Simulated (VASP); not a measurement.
# BaBe2Te3 in VASP: single point with PBEsol

Aim: the single point of BaBe2Te3 with PBEsol.

Everything below comes from runs of VASP 6.6.1. Logs are shortened: lines on timing, memory, paths and dates and some standing lists are left out, and cuts for length are marked.

**1. The cell of the first run**

The typed cell holds 6 atoms: a = 9.388 Å, b = 8.261 Å, c = 4.210 Å, α = 90.00°, β = 90.00°, γ = 151.39°.

**2. Single point, PBEsol**

Contents of INCAR:

```
SYSTEM = BaBe2Te3
PREC = Accurate ; ENCUT = 600
EDIFF = 1E-6 ; ISMEAR = -1
SIGMA = 0.05 ; LREAL = .False.
LASPH = .True. ; NELM = 120
ALGO = Normal ; ISIF = 2
LWAVE = .False. ; LCHARG = .False.
GGA = PS ; NBANDS = 25
GGA_COMPAT = .False.
```

Contents of KPOINTS:

```
regular mesh
0
Gamma
  4 4 4
  0 0 0
```

Contents of POSCAR:

```
BaBe2Te3
1.0
    3.2478515951     -8.8078779142     -0.0008539910
    1.2018370285      8.1729533574      0.0038519030
   -0.0029855751     -0.0012638121      4.2102132285
Ba Be Te
1 2 3
Direct
    0.6372548508      0.5820951871      0.1798716592
    0.1198782874      0.6464272636      0.1798859771
    0.3561020017     -0.2554961323      0.6798999162
    0.1503256374      0.8356999727     -0.3201413482
    0.6449029586      0.0199630361      0.1798985292
    0.1352051201      0.2599496938      0.6798461040
```

Potentials or basis: VASP PAW PBE potentials, release 64 (Ba_sv, Be, Te).

Started as:

```bash
cat potpaw_PBE.64/Ba_sv/POTCAR potpaw_PBE.64/Be/POTCAR potpaw_PBE.64/Te/POTCAR > POTCAR
mpirun -np 1 vasp_std > vasp.out
```

OUTCAR:

```text
SYSTEM = BaBe2Te3
   PREC = Accurate
   ENCUT = 600
   EDIFF = 1E-6
   ISMEAR = -1
   LREAL = .False.
   LASPH = .True.
   NELM = 120
   ISIF = 2
   GGA = PS

 ion  position               nearest neighbor table
   1  0.637  0.582  0.180-   6 3.42   6 3.42   6 3.42   6 3.42   5 3.55   4 3.72   4 3.72   4 3.78
                             4 3.78
   2  0.120  0.646  0.180-   5 2.48   4 2.48   4 2.48   5 2.67
   3  0.356  0.745  0.680-   6 2.40   5 2.48   5 2.48   4 2.62
   4  0.150  0.836  0.680-   2 2.48   2 2.48   3 2.62   6 3.63   1 3.72   1 3.72   1 3.78   1 3.78

   5  0.645  0.020  0.180-   3 2.48   3 2.48   2 2.48   2 2.67   1 3.55   6 3.68   6 3.68
   6  0.135  0.260  0.680-   3 2.40   1 3.42   1 3.42   1 3.42   1 3.42   4 3.63   5 3.68   5 3.68

  LATTYP: Found a triclinic cell.
 ALAT       =    10.3195180220
 B/A-ratio  =     1.1855866966
 C/A-ratio  =     0.4079855733
 COS(alpha) =     0.0000500648
 COS(beta)  =     0.4080417211
 COS(gamma) =     0.8643207974

  Lattice vectors:

 A1 = (  -5.6485400770,  -7.5367649885,  -4.2170630435)
 A2 = ( -10.1012142757,  -6.9031042438,  -0.0098477270)
 A3 = (   0.0029855751,   0.0012638121,  -4.2102132285)

Analysis of symmetry for initial positions (statically):
=====================================================================
 Subroutine PRICEL returns:
 Original cell was already a primitive cell.

 Routine SETGRP: Setting up the symmetry group for a
 triclinic supercell.

 Subroutine GETGRP returns: Found  1 space group operations
 (whereof  1 operations were pure point group operations)
 out of a pool of  2 trial point group operations.

The static configuration has the point symmetry C_1 .

Analysis of symmetry for dynamics (positions and initial velocities):
=====================================================================
 Subroutine PRICEL returns:
 Original cell was already a primitive cell.

 Routine SETGRP: Setting up the symmetry group for a
 triclinic supercell.

 Subroutine GETGRP returns: Found  1 space group operations
 (whereof  1 operations were pure point group operations)
 out of a pool of  2 trial point group operations.

The dynamic configuration has the point symmetry C_1 .

 Subroutine INISYM returns: Found  1 space group operations
 (whereof  1 operations are pure point group operations),
 and found     1 'primitive' translations

----------------------------------------------------------------------------------------

                                     Primitive cell

  volume of cell :     156.3260

  direct lattice vectors                    reciprocal lattice vectors
     3.247851595 -8.807877914 -0.000853991     0.220116112 -0.032368257  0.000146374
     1.201837028  8.172953357  0.003851903     0.237216039  0.087471958  0.000194473
    -0.002985575 -0.001263812  4.210213228    -0.000172380 -0.000086593  0.237517513

  length of vectors
     9.387611734  8.260847031  4.210214477     0.222483321  0.252829647  0.237517591

  position of ions in fractional coordinates (direct lattice)
     0.637254851  0.582095187  0.179871659
     0.119878287  0.646427264  0.179885977
     0.356102002  0.744503868  0.679899916
     0.150325637  0.835699973  0.679858652
     0.644902959  0.019963036  0.179898529
     0.135205120  0.259949694  0.679846104

  ion indices of the primitive-cell ions
   primitive index   ion index
                 1           1
                 2           2
                 3           3
                 4           4
                 5           5
                 6           6

----------------------------------------------------------------------------------------

 KPOINTS: regular mesh

Automatic generation of k-mesh.
 Grid dimensions read from file:
 generate k-points for:    4    4    4

 Generating k-lattice:

  Cartesian coordinates                     Fractional coordinates (reciprocal lattice)
     0.055029028 -0.008092064  0.000036594     0.250000000  0.000000000  0.000000000
     0.059304010  0.021867989  0.000048618    -0.000000000  0.250000000  0.000000000
    -0.000043095 -0.000021648  0.059379378    -0.000000000  0.000000000  0.250000000

  Length of vectors
     0.055620830  0.063207412  0.059379398

  Shift w.r.t. Gamma in fractional coordinates (k-lattice)
     0.000000000  0.000000000  0.000000000

 Subroutine IBZKPT returns following result:
 ===========================================

 Found     36 irreducible k-points:

 Following reciprocal coordinates:
            Coordinates               Weight
  0.000000  0.000000  0.000000      1.000000
  0.250000  0.000000  0.000000      2.000000
  0.500000  0.000000  0.000000      1.000000
 -0.000000  0.250000  0.000000      2.000000
  0.250000  0.250000  0.000000      2.000000
  0.500000  0.250000  0.000000      2.000000
[... 16 lines left out ...]
  0.000000 -0.250000  0.250000      2.000000
  0.250000 -0.250000  0.250000      2.000000
 [... further k-points ...]
   k-points           NKPTS =     36   k-points in BZ     NKDIM =     36   number of bands    NBANDS=     25
   number of dos      NEDOS =    301   number of ions     NIONS =      6
   total plane-waves  NPLWV = 201600
   dimension x,y,z NGX =    80 NGY =   70 NGZ =   36
   dimension x,y,z NGXF=   160 NGYF=  140 NGZF=   72
   ions per type =               1   2   3
   NGX,Y,Z   is equivalent  to a cutoff of  14.17, 14.09, 14.22 a.u.
   NGXF,Y,Z  is equivalent  to a cutoff of  28.33, 28.17, 28.43 a.u.
 SYSTEM =  BaBe2Te3
   PREC   = accura    normal or accurate (medium, high low for compatibility)
   ISTART =      0    job   : 0-new  1-cont  2-samecut
   ICHARG =      2    charge: 1-file 2-atom 10-const
   ISPIN  =      1    spin polarized calculation?
   LNONCOLLINEAR =      F non collinear calculations
   LSORBIT =      F    spin-orbit coupling
   LASPH  =      T    aspherical Exc in radial PAW
   ENCUT  =  600.0 eV  44.10 Ry    6.64 a.u.  18.75 16.50  8.41*2*pi/ulx,y,z
   NELM   =    120;   NELMIN=  2; NELMDL= -5     # of ELM steps
   EDIFF  = 0.1E-05   stopping-criterion for ELM
   LREAL  =      F    real-space projection
   EDIFFG = 0.1E-04   stopping-criterion for IOM
   NSW    =      0    number of steps for IOM
   IBRION =     -1    ionic relax: 0-MD 1-quasi-New 2-CG
   NFREE  =      0    steps in history (QN), initial steepest desc. (CG)
   ISIF   =      2    stress and relaxation
   ISYM   =      2    0-nonsym 1-usesym 2-fastsym
   POTIM  = 0.5000    time-step for ionic-motion
   TEBEG  =    0.0;   TEEND  =   0.0 temperature during run
   PSTRESS=    0.0 pullay stress
   NELECT =      32.0000    total number of electrons
   NUPDOWN=      -1.0000    fix difference up-down
   EMIN   =  10.00;   EMAX   =-10.00  energy-range for DOS
   EFERMI =   0.00;   METHOD = LEGACY
   ISMEAR =    -1;   SIGMA  =   0.05  broadening in eV -4-tet -1-fermi 0-gaus
   EFERMI_NEDOS =   21; number of points for ismear=-14 and -15
   IALGO  =     38    algorithm
   IMIX   =      4    mixing-type and parameters
     AMIX     =   0.40;   BMIX     =  1.00
     AMIX_MAG =   1.60;   BMIX_MAG =  1.00
  volume/ion in A,a.u.               =      26.05       175.82
  Fermi-wavevector in a.u.,A,eV,Ry     =   0.964823  1.823251 12.665441  0.930884
  Thomas-Fermi vector in A             =   2.094487
   LORBIT       =      0    0 simple, 1 ext, 2 COOP (PROOUT), +10 PAW based schemes
   GGA     = PS    functional components
   LHFCALC =     F    Hartree Fock is set to
   AEXX    =    0.0000 exact exchange contribution
   IVDW    =     0    specifies the selected vdW correction
   LEPSILON=     F    determine dielectric tensor
   LRPA    =     F    only Hartree local field effects (RPA)
 non-spin polarized calculation
  energy-cutoff  :      600.00
  volume of cell :      156.33
 maximum number of plane-waves:      5248
 NGX is ok and might be reduce to    80
   NGX = 37   NGY = 33   NGZ = 17

 number of electron      31.9999999 magnetization

 Free energy of the ion-electron system (eV)
  ---------------------------------------------------
  ext. energy  EPLUGINS =         0.00000000
  ---------------------------------------------------
  free energy    TOTEN  =       -24.31851614 eV

  energy without entropy =      -24.31571110  energy(sigma->0) =      -24.31711362

 E-fermi :   5.3501     XC(G=0):  -9.3861

 val. band max:        5.2381250347   @ k =   0.5000   0.5000   0.0000
 cond. band min:       5.3884329779   @ k =   0.0000   0.0000   0.0000
 fundamental gap:      0.1503079432
 Fermi energy:         5.3500793500

 k-point     1 :       0.0000    0.0000    0.0000
  band No.  band energies     occupation
      1     -22.4478      2.00000
      2      -7.9769      2.00000
      3      -7.6158      2.00000
      4      -7.5091      2.00000
      5      -7.2527      2.00000
      6      -5.7234      2.00000
[... 17 lines left out ...]
     24       9.8214      0.00000
     25      10.2823      0.00000

 k-point     2 :       0.2500    0.0000    0.0000
  band No.  band energies     occupation
      1     -22.4394      2.00000
      2      -7.9869      2.00000
      3      -7.8557      2.00000
      4      -7.4882      2.00000
      5      -6.8826      2.00000
      6      -5.8119      2.00000
[... 17 lines left out ...]
     24       9.6327      0.00000
     25      10.0074      0.00000

 k-point     3 :       0.5000    0.0000    0.0000
  band No.  band energies     occupation
      1     -22.4310      2.00000
      2      -8.2157      2.00000
      3      -7.7622      2.00000
      4      -7.4671      2.00000
      5      -6.3559      2.00000
      6      -6.1066      2.00000
[... 552 lines left out ...]
 k-point    23 :       0.0000   -0.2500    0.2500
  band No.  band energies     occupation
      1     -22.4233      2.00000
      2      -7.9272      2.00000
      3      -7.7975      2.00000
      4      -7.7367      2.00000
      5      -6.5437      2.00000
      6      -5.8074      2.00000
[... 17 lines left out ...]
     24       9.6248      0.00000
     25      10.4874      0.00000

 k-point    24 :       0.2500   -0.2500    0.2500
  band No.  band energies     occupation
      1     -22.4312      2.00000
      2      -7.9579      2.00000
      3      -7.8619      2.00000
      4      -7.5774      2.00000
      5      -6.7531      2.00000
      6      -5.8134      2.00000
[... 17 lines left out ...]
     24       9.3371      0.00000
     25       9.8949      0.00000

 [... further k-points ...]
[... 5 lines left out ...]
  --------------------------------------------------------------------------------------
  -------------------------------------------------------------------------------------
  Total        0.4359070      0.3745252      0.3829532     -0.0154909     -0.0012040     -0.0003675
  in kB        4.4675876      3.8384891      3.9248674     -0.1587650     -0.0123401     -0.0037669
  external PRESSURE =       4.0769814 kB  Pullay stress =       0.0000000 kB

 VOLUME and BASIS-vectors are now :
 -----------------------------------------------------------------------------
  energy-cutoff  :      600.00
  volume of cell :      156.33
      direct lattice vectors                 reciprocal lattice vectors
     3.247851595 -8.807877914 -0.000853991     0.220116112 -0.032368257  0.000146374
     1.201837028  8.172953357  0.003851903     0.237216039  0.087471958  0.000194473
    -0.002985575 -0.001263812  4.210213228    -0.000172380 -0.000086593  0.237517513

 POSITION                                       TOTAL-FORCE (eV/Angst)
 -----------------------------------------------------------------------------------
      2.76876     -0.85565      0.75900        -0.006334     -0.047876      0.000049
      1.16571      4.22712      0.75975         0.003275      0.002213     -0.000173
      2.04931      2.94743      2.86509        -0.009951      0.019417     -0.000124
      1.49058      5.50523      2.86544        -0.003289     -0.008081      0.000024
      2.11800     -5.51730      0.75694         0.018346     -0.005176      0.000000
      0.74951      0.93283      2.86318        -0.002046      0.039503      0.000223
 -----------------------------------------------------------------------------------
    total drift:                                0.000261      0.000345     -0.000008

  FREE ENERGIE OF THE ION-ELECTRON SYSTEM (eV)
  ---------------------------------------------------
  free  energy   TOTEN  =       -24.3185161387 eV

  energy  without entropy=      -24.3157110980  energy(sigma->0) =      -24.31711362
```

Run time: 8.3 min. Hardware: 1 thread of Intel Xeon 8259CL, shared host; peak memory 0.56 GiB.

What came out:

- Free energy: -24.3185 eV
- Pressure: 0.4 GPa
- Largest force: 0.048 eV/Å
- Band gap on the k mesh: 0.15 eV (least direct gap 0.17 eV)

Forces in eV/Å, atoms in the order of the input:
```
Ba  -0.006 -0.048  0.000
Be   0.003  0.002  0.000
Be  -0.010  0.019  0.000
Te  -0.003 -0.008  0.000
Te   0.018 -0.005  0.000
Te  -0.002  0.040  0.000
```

Caveat: the PAW data sets were made with another functional, which shifts forces and pressure a little; spin-orbit coupling is left out, which moves the levels of the heavy elements.
